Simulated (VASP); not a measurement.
# ScRu3 (I4/mmm) in VASP: a series of runs, part 3 of 3

VASP 6.6.1.

## Step 5: Single point, PBEsol

INCAR

```
PREC     = Accurate       # precision mode
ENCUT    = 520            # plane-wave cutoff, eV
EDIFF    = 1E-7           # SCF threshold, eV
ISMEAR   = -1             # smearing method
SIGMA    = 0.05           # smearing width, eV
LREAL    = False          # projectors in reciprocal space
LASPH    = True           # aspherical terms in the spheres
NELM     = 80             # most SCF steps
ALGO     = Fast           # electronic algorithm
ISIF     = 2              # what is computed and relaxed
LWAVE    = False          # write WAVECAR
LCHARG   = True           # write CHGCAR
GGA      = PS             # functional
LELF     = True           # ELF
LVHAR    = True         
NBANDS   = 34             # bands
```

KPOINTS

```
regular mesh
0
Gamma
  13 13 13
```

POSCAR

```
ScRu3
1.0
   -1.9492590000      1.9492590000      4.0222910000
    1.9492590000     -1.9492590000      4.0222910000
    1.9492590000      1.9492590000     -4.0222910000
Ru Sc
3 1
Direct
    0.5000000000      0.5000000000      0.0000000000
    0.2500000000      0.7500000000      0.5000000000
    0.7500000000      0.2500000000      0.5000000000
    0.0000000000      0.0000000000      0.0000000000
```

Potentials or basis: VASP PAW PBE potentials, release 64 (Ru_pv, Sc_sv).

On the command line:

```sh
$ cat potpaw_PBE.64/Ru_pv/POTCAR potpaw_PBE.64/Sc_sv/POTCAR > POTCAR
$ mpirun -np 1 vasp_std > vasp.out
```

OUTCAR:

```text
PREC = Accurate
   ENCUT = 520
   EDIFF = 1E-7
   ISMEAR = -1
   LREAL = False
   LASPH = True
   NELM = 80
   ISIF = 2
   GGA = PS

 ion  position               nearest neighbor table
   1  0.500  0.500  0.000-   4 2.76   4 2.76   4 2.76   4 2.76   3 2.80   2 2.80   3 2.80   3 2.80
                             2 2.80   2 2.80   3 2.80   2 2.80
   2  0.250  0.750  0.500-   3 2.76   3 2.76   3 2.76   3 2.76   4 2.80   1 2.80   4 2.80   1 2.80
                             4 2.80   4 2.80   1 2.80   1 2.80
   3  0.750  0.250  0.500-   2 2.76   2 2.76   2 2.76   2 2.76   4 2.80   1 2.80   4 2.80   4 2.80
                             1 2.80   1 2.80   4 2.80   1 2.80
   4  0.000  0.000  0.000-   1 2.76   1 2.76   1 2.76   1 2.76   3 2.80   2 2.80   3 2.80   2 2.80
                             3 2.80   3 2.80   2 2.80   2 2.80

  LATTYP: Found a body centered tetragonal cell.
 ALAT       =     3.8985180000
 C/A-ratio  =     2.0634974624

  Lattice vectors:

 A1 = (  -1.9492590000,   1.9492590000,   4.0222910000)
 A2 = (   1.9492590000,  -1.9492590000,   4.0222910000)
 A3 = (   1.9492590000,   1.9492590000,  -4.0222910000)

Analysis of symmetry for initial positions (statically):
=====================================================================
 Subroutine PRICEL returns:
 Original cell was already a primitive cell.

 Routine SETGRP: Setting up the symmetry group for a
 body centered tetragonal supercell.

 Subroutine GETGRP returns: Found 16 space group operations
 (whereof 16 operations were pure point group operations)
 out of a pool of 16 trial point group operations.

The static configuration has the point symmetry D_4h.

Analysis of symmetry for dynamics (positions and initial velocities):
=====================================================================
 Subroutine PRICEL returns:
 Original cell was already a primitive cell.

 Routine SETGRP: Setting up the symmetry group for a
 body centered tetragonal supercell.

 Subroutine GETGRP returns: Found 16 space group operations
 (whereof 16 operations were pure point group operations)
 out of a pool of 16 trial point group operations.

The dynamic configuration has the point symmetry D_4h.

 Subroutine INISYM returns: Found 16 space group operations
 (whereof 16 operations are pure point group operations),
 and found     1 'primitive' translations

----------------------------------------------------------------------------------------

                                     Primitive cell

  volume of cell :      61.1326

  direct lattice vectors                    reciprocal lattice vectors
    -1.949259000  1.949259000  4.022291000     0.000000000  0.256507729  0.124307267
     1.949259000 -1.949259000  4.022291000     0.256507729  0.000000000  0.124307267
     1.949259000  1.949259000 -4.022291000     0.256507729  0.256507729  0.000000000

  length of vectors
     4.876273801  4.876273801  4.876273801     0.285041246  0.285041246  0.362756710

  position of ions in fractional coordinates (direct lattice)
     0.500000000  0.500000000  0.000000000
     0.250000000  0.750000000  0.500000000
     0.750000000  0.250000000  0.500000000
     0.000000000  0.000000000  0.000000000

  ion indices of the primitive-cell ions
   primitive index   ion index
                 1           1
                 2           2
[... 28 lines left out ...]

 Following reciprocal coordinates:
            Coordinates               Weight
  0.000000  0.000000  0.000000      1.000000
  0.076923  0.000000  0.000000      8.000000
  0.153846 -0.000000  0.000000      8.000000
  0.230769 -0.000000  0.000000      8.000000
  0.307692 -0.000000  0.000000      8.000000
  0.384615 -0.000000  0.000000      8.000000
[... 16 lines left out ...]
  0.384615  0.153846  0.000000     16.000000
  0.461538  0.153846  0.000000     16.000000
 [... further k-points ...]
   k-points           NKPTS =    196   k-points in BZ     NKDIM =    196   number of bands    NBANDS=     34
   number of dos      NEDOS =    301   number of ions     NIONS =      4
   total plane-waves  NPLWV =  46656
   dimension x,y,z NGX =    36 NGY =   36 NGZ =   36
   dimension x,y,z NGXF=    72 NGYF=   72 NGZF=   72
   ions per type =               3   1
   NGX,Y,Z   is equivalent  to a cutoff of  12.27, 12.27, 12.27 a.u.
   NGXF,Y,Z  is equivalent  to a cutoff of  24.55, 24.55, 24.55 a.u.
 SYSTEM =  unknown system
   PREC   = accura    normal or accurate (medium, high low for compatibility)
   ISTART =      0    job   : 0-new  1-cont  2-samecut
   ICHARG =      2    charge: 1-file 2-atom 10-const
   ISPIN  =      1    spin polarized calculation?
   LNONCOLLINEAR =      F non collinear calculations
   LSORBIT =      F    spin-orbit coupling
   LASPH  =      T    aspherical Exc in radial PAW
   ENCUT  =  520.0 eV  38.22 Ry    6.18 a.u.   9.07  9.07  9.07*2*pi/ulx,y,z
   NELM   =     80;   NELMIN=  2; NELMDL= -5     # of ELM steps
   EDIFF  = 0.1E-06   stopping-criterion for ELM
   LREAL  =      F    real-space projection
   EDIFFG = 0.1E-05   stopping-criterion for IOM
   NSW    =      0    number of steps for IOM
   IBRION =     -1    ionic relax: 0-MD 1-quasi-New 2-CG
   NFREE  =      0    steps in history (QN), initial steepest desc. (CG)
   ISIF   =      2    stress and relaxation
   ISYM   =      2    0-nonsym 1-usesym 2-fastsym
   POTIM  = 0.5000    time-step for ionic-motion
   TEBEG  =    0.0;   TEEND  =   0.0 temperature during run
   PSTRESS=    0.0 pullay stress
   NELECT =      53.0000    total number of electrons
   NUPDOWN=      -1.0000    fix difference up-down
   EMIN   =  10.00;   EMAX   =-10.00  energy-range for DOS
   EFERMI =   0.00;   METHOD = LEGACY
   ISMEAR =    -1;   SIGMA  =   0.05  broadening in eV -4-tet -1-fermi 0-gaus
   EFERMI_NEDOS =   21; number of points for ismear=-14 and -15
   IALGO  =     68    algorithm
   IMIX   =      4    mixing-type and parameters
     AMIX     =   0.40;   BMIX     =  1.00
     AMIX_MAG =   1.60;   BMIX_MAG =  1.00
  volume/ion in A,a.u.               =      15.28       103.14
  Fermi-wavevector in a.u.,A,eV,Ry     =   1.561023  2.949905 33.154573  2.436792
  Thomas-Fermi vector in A             =   2.664149
   LORBIT       =      0    0 simple, 1 ext, 2 COOP (PROOUT), +10 PAW based schemes
   GGA     = PS    functional components
   LHFCALC =     F    Hartree Fock is set to
   AEXX    =    0.0000 exact exchange contribution
   IVDW    =     0    specifies the selected vdW correction
   LEPSILON=     F    determine dielectric tensor
   LRPA    =     F    only Hartree local field effects (RPA)
 non-spin polarized calculation
 RMM-DIIS sequential band-by-band and
  energy-cutoff  :      520.00
  volume of cell :       61.13
 maximum number of plane-waves:      1663
   NGX = 19   NGY = 19   NGZ = 19

 number of electron      52.9999992 magnetization

 Free energy of the ion-electron system (eV)
  ---------------------------------------------------
  ext. energy  EPLUGINS =         0.00000000
  ---------------------------------------------------
  free energy    TOTEN  =       -37.02048995 eV

  energy without entropy =      -36.97043985  energy(sigma->0) =      -36.99546490

 E-fermi :   9.4722     XC(G=0): -13.1797

 val. band max:        9.4690947654   @ k =  -0.1538   0.1538   0.0000
 cond. band min:       9.4722494108   @ k =  -0.2308   0.3846   0.2308
 fundamental gap:      0.0031546454
 Fermi energy:         9.4722487701

 k-point     1 :       0.0000    0.0000    0.0000
  band No.  band energies     occupation
      1     -38.6296      2.00000
      2     -33.0245      2.00000
      3     -32.9742      2.00000
      4     -32.9742      2.00000
      5     -32.7426      2.00000
      6     -32.7426      2.00000
[... 877 lines left out ...]
     33      13.2918      0.00000
     34      13.6079      0.00000

 [... further k-points ...]

------------------------ aborting loop because EDIFF is reached ----------------------------------------

  FORCE on cell =-STRESS in cart. coord.  units (eV):
  Direction    XX          YY          ZZ          XY          YZ          ZX
  --------------------------------------------------------------------------------------
  -------------------------------------------------------------------------------------
  Total       -3.6172114     -3.6172114     -3.4710211      0.0000000      0.0000000      0.0000000
  in kB      -94.8007783    -94.8007783    -90.9693868      0.0000000      0.0000000      0.0000000
  external PRESSURE =     -93.5236478 kB  Pullay stress =       0.0000000 kB

 VOLUME and BASIS-vectors are now :
 -----------------------------------------------------------------------------
  energy-cutoff  :      520.00
  volume of cell :       61.13
      direct lattice vectors                 reciprocal lattice vectors
    -1.949259000  1.949259000  4.022291000     0.000000000  0.256507729  0.124307267
     1.949259000 -1.949259000  4.022291000     0.256507729  0.000000000  0.124307267
     1.949259000  1.949259000 -4.022291000     0.256507729  0.256507729  0.000000000

 POSITION                                       TOTAL-FORCE (eV/Angst)
 -----------------------------------------------------------------------------------
      0.00000      0.00000      4.02229         0.000000      0.000000     -0.000000
      1.94926     -0.00000      2.01115        -0.000000     -0.000000     -0.000000
     -0.00000      1.94926      2.01115        -0.000000      0.000000      0.000000
      0.00000      0.00000      0.00000         0.000000      0.000000     -0.000000
 -----------------------------------------------------------------------------------
    total drift:                               -0.000000      0.000000      0.000000

  FREE ENERGIE OF THE ION-ELECTRON SYSTEM (eV)
  ---------------------------------------------------
  free  energy   TOTEN  =       -37.0204899503 eV

  energy  without entropy=      -36.9704398467  energy(sigma->0) =      -36.99546490
```

It took 11 min on 1 thread of Oxide Virtual Turin-like, shared host; peak memory 0.43 GiB.

What came out:

```yaml
Free_energy: -37.0205 eV
Pressure: -9.4 GPa
Band_gap_on_the_k_mesh: zero (an odd number of electrons rules out a gap without spin polarisation)
```

Stress tensor (GPa, compression positive):
```
-9.48  0.00  0.00
 0.00 -9.48  0.00
 0.00  0.00 -9.10
```

Caveat: the cell stands under tension; the PAW data sets were made with another functional, which shifts forces and pressure a little.

## Step 6: Overview

```tsv
k mesh	gap on the mesh (eV)	pressure (GPa)
7 × 7 × 7	none	-9.4
9 × 9 × 9	none	-9.4
11 × 11 × 11	none	-9.4
13 × 13 × 13	none	-9.4
```

Alike in all rows: task single point; level PBEsol; potentials or basis VASP PAW PBE potentials, release 64 (Ru_pv, Sc_sv); no spin polarisation; cell as given; cutoff (eV) 520; smearing fermi-dirac 0.05 eV.

Caveats: the cell stands under tension; the PAW data sets were made with another functional, which shifts forces and pressure a little.

Total energies depend on the potentials used, so only differences within one code and one set of settings carry meaning.
